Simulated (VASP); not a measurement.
# Al32In (a cell with a defect) in VASP: single point with PBE

Aim: the single point of Al32In (a cell with a defect) with PBE.

Everything below comes from runs of VASP 6.6.1. Logs are shortened: lines on timing, memory, paths and dates and some standing lists are left out, and cuts for length are marked.

**1. The cell of the first run**

The cell holds a defect, 33 atoms: a = 8.100 Å, b = 8.100 Å, c = 8.100 Å, α = 90.00°, β = 90.00°, γ = 90.00°.

**2. Single point, PBE**

The input, INCAR:

```
PREC     = Accurate       # precision mode
ENCUT    = 520            # plane-wave cutoff, eV
EDIFF    = 1E-7           # SCF threshold, eV
ISMEAR   = 0              # smearing method
SIGMA    = 0.05           # smearing width, eV
LREAL    = Auto         
LASPH    = True           # aspherical terms in the spheres
NELM     = 80             # most SCF steps
ALGO     = Normal         # electronic algorithm
ISIF     = 2              # what is computed and relaxed
LWAVE    = False          # write WAVECAR
LCHARG   = False          # write CHGCAR
GGA      = PE             # functional
NBANDS   = 76             # bands
```

The input, KPOINTS:

```
regular mesh
0
Gamma
  2 2 2
```

The input, POSCAR:

```
Al32In
1.0
    8.1000000000      0.0000000000      0.0000000000
    0.0000000000      8.1000000000      0.0000000000
    0.0000000000      0.0000000000      8.1000000000
Al In
32 1
Direct
    0.4950621997     -0.0000656322     -0.0001191014
    0.7498911798      0.2321113423     -0.0001029009
    0.7498921046     -0.0000548120      0.2320563460
    0.0047103944     -0.0000645847     -0.0001184686
    0.2498806302      0.2451141222     -0.0001186559
    0.4820552648      0.4999412337     -0.0001008859
    0.7498913359      0.7677534801     -0.0000987604
    0.2498801577     -0.0000656388      0.2450627868
    0.4997438732      0.2497925171      0.2497439748
    0.7498626226      0.4999247177      0.1801711992
    0.4820557295     -0.0000547419      0.4998926675
    0.7498635835      0.1801953016      0.4998642982
    0.7498906726     -0.0000583241      0.7676961873
    0.0176964789      0.4999389117     -0.0001004015
    0.2498804534      0.7547615183     -0.0001187866
    0.0000193532      0.2498050304      0.2497567373
    0.2498984203      0.4999412640      0.2320555919
    0.4997505724      0.7500784800      0.2497506797
    0.0176953442     -0.0000583659      0.4998912346
    0.2498963622      0.2321111289      0.4998917920
    0.4301706959      0.4999247354      0.4998633221
    0.7498615412      0.8197286412      0.4998623396
    0.2498807895     -0.0000645694      0.7547111176
    0.4997566269      0.2498049918      0.7500205059
    0.7498632684      0.4999274543      0.8197056288
    0.0000138314      0.7500652596      0.2497631707
    0.0697049596      0.4999274883      0.4998639802
    0.2499005550      0.7677537444      0.4998918362
    0.0000069416      0.2498170188      0.7500080833
    0.2498989218      0.4999388848      0.7676975156
    0.4997630385      0.7500653312      0.7500149683
    0.0000017038      0.7500525974      0.7500028123
    0.7499594932      0.4999719735      0.4999599854
```

Potentials or basis: VASP PAW PBE potentials, release 64 (Al, In_d).

Launch:

```bash
cat potpaw_PBE.64/Al/POTCAR potpaw_PBE.64/In_d/POTCAR > POTCAR
mpirun -np 1 vasp_std > vasp.out
```

OUTCAR:

```text
PREC = Accurate
   ENCUT = 520
   EDIFF = 1E-7
   ISMEAR = 0
   LREAL = Auto
   LASPH = True
   NELM = 80
   ISIF = 2
   GGA = PE

 ion  position               nearest neighbor table
   1  0.495  1.000  1.000-   3 2.79   2 2.79   7 2.79  13 2.79  23 2.81  15 2.81   5 2.81   8 2.81
                             9 2.86  18 2.86  24 2.86  31 2.86
   2  0.750  0.232  1.000-  25 2.61  10 2.61   3 2.66  13 2.66   4 2.79   1 2.79  16 2.87   9 2.87
                            29 2.87  24 2.87  14 3.07   6 3.07
   3  0.750  1.000  0.232-  22 2.61  12 2.61   2 2.66   7 2.66   4 2.79   1 2.79  16 2.87   9 2.87
                            26 2.87  18 2.87  19 3.07  11 3.07
   4  0.005  1.000  1.000-   3 2.79   2 2.79   7 2.79  13 2.79  23 2.81  15 2.81   5 2.81   8 2.81
                            16 2.86  26 2.86  29 2.86  32 2.86
   5  0.250  0.245  1.000-  17 2.79   6 2.79  30 2.79  14 2.79  23 2.81   4 2.81   8 2.81   1 2.81
                             9 2.86  16 2.86  24 2.86  29 2.86
   6  0.482  0.500  1.000-  25 2.61  10 2.61  17 2.66  30 2.66  15 2.79   5 2.79  18 2.87   9 2.87
                            31 2.87  24 2.87   7 3.07   2 3.07
   7  0.750  0.768  1.000-  25 2.61  10 2.62   3 2.66  13 2.66   4 2.79   1 2.79  26 2.87  18 2.87
                            32 2.87  31 2.87  14 3.07   6 3.07
   8  0.250  1.000  0.245-  11 2.79  20 2.79  28 2.79  19 2.79   4 2.81  15 2.81   5 2.81   1 2.81
                             9 2.86  18 2.86  16 2.86  26 2.86
   9  0.500  0.250  0.250-   1 2.86   8 2.86   5 2.86   6 2.87   2 2.87  17 2.87  20 2.87   3 2.87
[... 33 lines left out ...]
  26  0.000  0.750  0.250-   8 2.86  15 2.86   4 2.86   7 2.87  14 2.87   3 2.87  19 2.87  17 2.87
                            28 2.87  27 2.92  22 2.92  10 2.92  33 3.51
  27  0.070  0.500  0.500-  33 2.59  17 2.61  20 2.61  28 2.61  30 2.61  21 2.92  16 2.92  26 2.92
                            29 2.92  32 2.92
  28  0.250  0.768  0.500-  27 2.61  21 2.62  11 2.66  19 2.66  23 2.79   8 2.79  31 2.87  18 2.87
                            32 2.87  26 2.87  30 3.07  17 3.07
  29  0.000  0.250  0.750-   5 2.86   4 2.86  23 2.86  13 2.87  19 2.87   2 2.87  20 2.87  14 2.87
                            30 2.87  25 2.92  27 2.92  12 2.92  33 3.51
  30  0.250  0.500  0.768-  27 2.61  21 2.62   6 2.66  14 2.66  15 2.79   5 2.79  31 2.87  24 2.87
                            32 2.87  29 2.87  28 3.07  20 3.07
  31  0.500  0.750  0.750-   1 2.86  15 2.86  23 2.86  28 2.87  30 2.87  13 2.87  11 2.87   6 2.87
                             7 2.87  25 2.92  22 2.92  21 2.92  33 3.51
  32  0.000  0.750  0.750-  15 2.86   4 2.86  23 2.86  13 2.87  19 2.87   7 2.87  28 2.87  14 2.87
                            30 2.87  25 2.92  27 2.92  22 2.92  33 3.51
  33  0.750  0.500  0.500-  27 2.59  25 2.59  22 2.59  12 2.59  10 2.59  21 2.59  32 3.51  29 3.51
                            26 3.51  31 3.51  16 3.51  24 3.51  18 3.51   9 3.51

  LATTYP: Found a simple cubic cell.
 ALAT       =     8.1000000000

  Lattice vectors:

 A1 = (   8.1000000000,   0.0000000000,   0.0000000000)
 A2 = (   0.0000000000,   8.1000000000,   0.0000000000)
 A3 = (   0.0000000000,   0.0000000000,   8.1000000000)

Analysis of symmetry for initial positions (statically):
=====================================================================
 Subroutine PRICEL returns:
 Original cell was already a primitive cell.

 Routine SETGRP: Setting up the symmetry group for a
 simple cubic supercell.

 Subroutine GETGRP returns: Found  2 space group operations
 (whereof  1 operations were pure point group operations)
 out of a pool of 48 trial point group operations.

The static configuration has the point symmetry C_1 .
 The point group associated with its full space group is C_1h.

Analysis of symmetry for dynamics (positions and initial velocities):
=====================================================================
 Subroutine PRICEL returns:
 Original cell was already a primitive cell.

 Routine SETGRP: Setting up the symmetry group for a
 simple cubic supercell.

 Subroutine GETGRP returns: Found  2 space group operations
 (whereof  1 operations were pure point group operations)
 out of a pool of 48 trial point group operations.

The dynamic configuration has the point symmetry C_1 .
 The point group associated with its full space group is C_1h.

 Subroutine INISYM returns: Found  2 space group operations
 (whereof  1 operations are pure point group operations),
 and found     1 'primitive' translations

----------------------------------------------------------------------------------------

                                     Primitive cell

  volume of cell :     531.4410

  direct lattice vectors                    reciprocal lattice vectors
     8.100000000  0.000000000  0.000000000     0.123456790  0.000000000  0.000000000
     0.000000000  8.100000000  0.000000000     0.000000000  0.123456790  0.000000000
     0.000000000  0.000000000  8.100000000     0.000000000  0.000000000  0.123456790

[... 87 lines left out ...]
     0.000000000  0.000000000  0.061728395     0.000000000  0.000000000  0.500000000

  Length of vectors
     0.061728395  0.061728395  0.061728395

  Shift w.r.t. Gamma in fractional coordinates (k-lattice)
     0.000000000  0.000000000  0.000000000

 Subroutine IBZKPT returns following result:
 ===========================================

 Found      6 irreducible k-points:

 Following reciprocal coordinates:
            Coordinates               Weight
  0.000000  0.000000  0.000000      1.000000
  0.500000  0.000000  0.000000      2.000000
  0.000000  0.500000  0.000000      1.000000
  0.500000  0.500000  0.000000      2.000000
  0.500000  0.000000  0.500000      1.000000
  0.500000  0.500000  0.500000      1.000000
   k-points           NKPTS =      6   k-points in BZ     NKDIM =      6   number of bands    NBANDS=     76
   number of dos      NEDOS =    301   number of ions     NIONS =     33
   total plane-waves  NPLWV = 216000
   dimension x,y,z NGX =    60 NGY =   60 NGZ =   60
   dimension x,y,z NGXF=   120 NGYF=  120 NGZF=  120
   ions per type =              32   1
   NGX,Y,Z   is equivalent  to a cutoff of  12.31, 12.31, 12.31 a.u.
   NGXF,Y,Z  is equivalent  to a cutoff of  24.63, 24.63, 24.63 a.u.
 SYSTEM =  unknown system
   PREC   = accura    normal or accurate (medium, high low for compatibility)
   ISTART =      0    job   : 0-new  1-cont  2-samecut
   ICHARG =      2    charge: 1-file 2-atom 10-const
   ISPIN  =      1    spin polarized calculation?
   LNONCOLLINEAR =      F non collinear calculations
   LSORBIT =      F    spin-orbit coupling
   LASPH  =      T    aspherical Exc in radial PAW
   ENCUT  =  520.0 eV  38.22 Ry    6.18 a.u.  15.06 15.06 15.06*2*pi/ulx,y,z
   NELM   =     80;   NELMIN=  2; NELMDL= -5     # of ELM steps
   EDIFF  = 0.1E-06   stopping-criterion for ELM
   LREAL  =      T    real-space projection
   EDIFFG = 0.1E-05   stopping-criterion for IOM
   NSW    =      0    number of steps for IOM
   IBRION =     -1    ionic relax: 0-MD 1-quasi-New 2-CG
   NFREE  =      0    steps in history (QN), initial steepest desc. (CG)
   ISIF   =      2    stress and relaxation
   ISYM   =      2    0-nonsym 1-usesym 2-fastsym
   POTIM  = 0.5000    time-step for ionic-motion
   TEBEG  =    0.0;   TEEND  =   0.0 temperature during run
   PSTRESS=    0.0 pullay stress
   NELECT =     109.0000    total number of electrons
   NUPDOWN=      -1.0000    fix difference up-down
   EMIN   =  10.00;   EMAX   =-10.00  energy-range for DOS
   EFERMI =   0.00;   METHOD = LEGACY
   ISMEAR =     0;   SIGMA  =   0.05  broadening in eV -4-tet -1-fermi 0-gaus
   EFERMI_NEDOS =   21; number of points for ismear=-14 and -15
   IALGO  =     38    algorithm
   IMIX   =      4    mixing-type and parameters
     AMIX     =   0.40;   BMIX     =  1.00
     AMIX_MAG =   1.60;   BMIX_MAG =  1.00
  volume/ion in A,a.u.               =      16.10       108.68
  Fermi-wavevector in a.u.,A,eV,Ry     =   0.965455  1.824445 12.682033  0.932103
  Thomas-Fermi vector in A             =   2.095173
   LORBIT       =      0    0 simple, 1 ext, 2 COOP (PROOUT), +10 PAW based schemes
   GGA     = PE    functional components
   LHFCALC =     F    Hartree Fock is set to
   AEXX    =    0.0000 exact exchange contribution
   IVDW    =     0    specifies the selected vdW correction
   LEPSILON=     F    determine dielectric tensor
   LRPA    =     F    only Hartree local field effects (RPA)
 non-spin polarized calculation
 Gauss-broadening in eV      SIGMA  =   0.05
  energy-cutoff  :      520.00
  volume of cell :      531.44
 maximum number of plane-waves:     14400
   NGX = 31   NGY = 31   NGZ = 31

 number of electron     108.9999991 magnetization

 Free energy of the ion-electron system (eV)
  ---------------------------------------------------
  ext. energy  EPLUGINS =         0.00000000
  ---------------------------------------------------
  free energy    TOTEN  =      -119.43017559 eV

  energy without entropy =     -119.42053413  energy(sigma->0) =     -119.42535486

 E-fermi :   8.1002     XC(G=0): -10.3443

 val. band max:        8.0850045679   @ k =   0.5000   0.0000   0.0000
 cond. band min:       8.3033302384   @ k =   0.0000   0.0000   0.0000
 fundamental gap:      0.2183256705
 Fermi energy:         8.1002123662

 k-point     1 :       0.0000    0.0000    0.0000
  band No.  band energies     occupation
      1      -6.7384      2.00000
      2      -6.7384      2.00000
      3      -6.5435      2.00000
      4      -6.5435      2.00000
      5      -6.5435      2.00000
      6      -2.9758      2.00000
[... 403 lines left out ...]
     65      11.3056      0.00000
     66      11.3056      0.00000
 [bands above 66 left out]

------------------------ aborting loop because EDIFF is reached ----------------------------------------

  FORCE on cell =-STRESS in cart. coord.  units (eV):
  Direction    XX          YY          ZZ          XY          YZ          ZX
  --------------------------------------------------------------------------------------
  -------------------------------------------------------------------------------------
  Total       21.1089563     21.1087312     21.1089563      0.0003155      0.0003155     -0.0004255
  in kB       63.6388447     63.6381662     63.6388447      0.0009510      0.0009511     -0.0012828
  external PRESSURE =      63.6386185 kB  Pullay stress =       0.0000000 kB

 VOLUME and BASIS-vectors are now :
 -----------------------------------------------------------------------------
  energy-cutoff  :      520.00
  volume of cell :      531.44
      direct lattice vectors                 reciprocal lattice vectors
     8.100000000  0.000000000  0.000000000     0.123456790  0.000000000  0.000000000
     0.000000000  8.100000000  0.000000000     0.000000000  0.123456790  0.000000000
     0.000000000  0.000000000  8.100000000     0.000000000  0.000000000  0.123456790

 POSITION                                       TOTAL-FORCE (eV/Angst)
 -----------------------------------------------------------------------------------
      4.01000      8.09947      8.09904         0.000045      0.000425      0.000945
      6.07412      1.88010      8.09917        -0.000687     -0.007922     -0.000752
      6.07413      8.09956      1.87966        -0.000151      0.000057     -0.008194
      0.03815      8.09948      8.09904         0.001441     -0.000155      0.000361
      2.02403      1.98542      8.09904         0.000932     -0.000494      0.000932
      3.90465      4.04952      8.09918        -0.008160      0.000082     -0.000221
[... 25 lines left out ...]
      0.00001      6.07543      6.07502        -0.000237     -0.000791     -0.000237
      6.07467      4.04977      4.04968         0.001399      0.000999      0.001399
 -----------------------------------------------------------------------------------
    total drift:                               -0.000838      0.003166      0.000301

  FREE ENERGIE OF THE ION-ELECTRON SYSTEM (eV)
  ---------------------------------------------------
  free  energy   TOTEN  =      -119.4301755926 eV

  energy  without entropy=     -119.4205341344  energy(sigma->0) =     -119.42535486
```

Run time: 7.3 min. Hardware: 1 thread of Intel Xeon Platinum 8259CL at 2.50GHz (Skylake/Cascade Lake), shared host; peak memory 0.54 GiB.

Results:

```
Free energy   : -119.4302 eV
Pressure      : 6.4 GPa
Largest force : 0.008 eV/Å
```

Forces in eV/Å, atoms in the order of the input:
```
Al   0.000  0.000  0.001
Al  -0.001 -0.008 -0.001
Al   0.000  0.000 -0.008
Al   0.001  0.000  0.000
Al   0.001  0.000  0.001
Al  -0.008  0.000  0.000
Al  -0.001  0.008 -0.002
Al   0.001  0.000  0.000
Al  -0.001 -0.002 -0.001
Al   0.000  0.000  0.003
Al  -0.008  0.000  0.000
Al   0.001  0.003  0.001
Al  -0.002 -0.001  0.008
Al   0.008 -0.001 -0.002
Al   0.000  0.001  0.000
Al   0.000  0.002  0.002
Al   0.000  0.000 -0.008
Al   0.000  0.000  0.000
Al   0.008 -0.001 -0.002
Al  -0.001 -0.008 -0.001
Al   0.003  0.000  0.000
Al   0.001 -0.003  0.001
Al   0.000  0.000  0.001
Al   0.002  0.002  0.000
Al   0.000  0.000 -0.003
Al   0.000 -0.001  0.002
Al  -0.003  0.000  0.000
Al  -0.002  0.008 -0.001
Al   0.000  0.002  0.000
Al  -0.002 -0.001  0.008
Al   0.002 -0.001  0.000
Al   0.000 -0.001  0.000
In   0.001  0.001  0.001
```

Caveat: the k points lie up to 0.39 Å⁻¹ apart; spin-orbit coupling is left out, which moves the levels of the heavy elements.
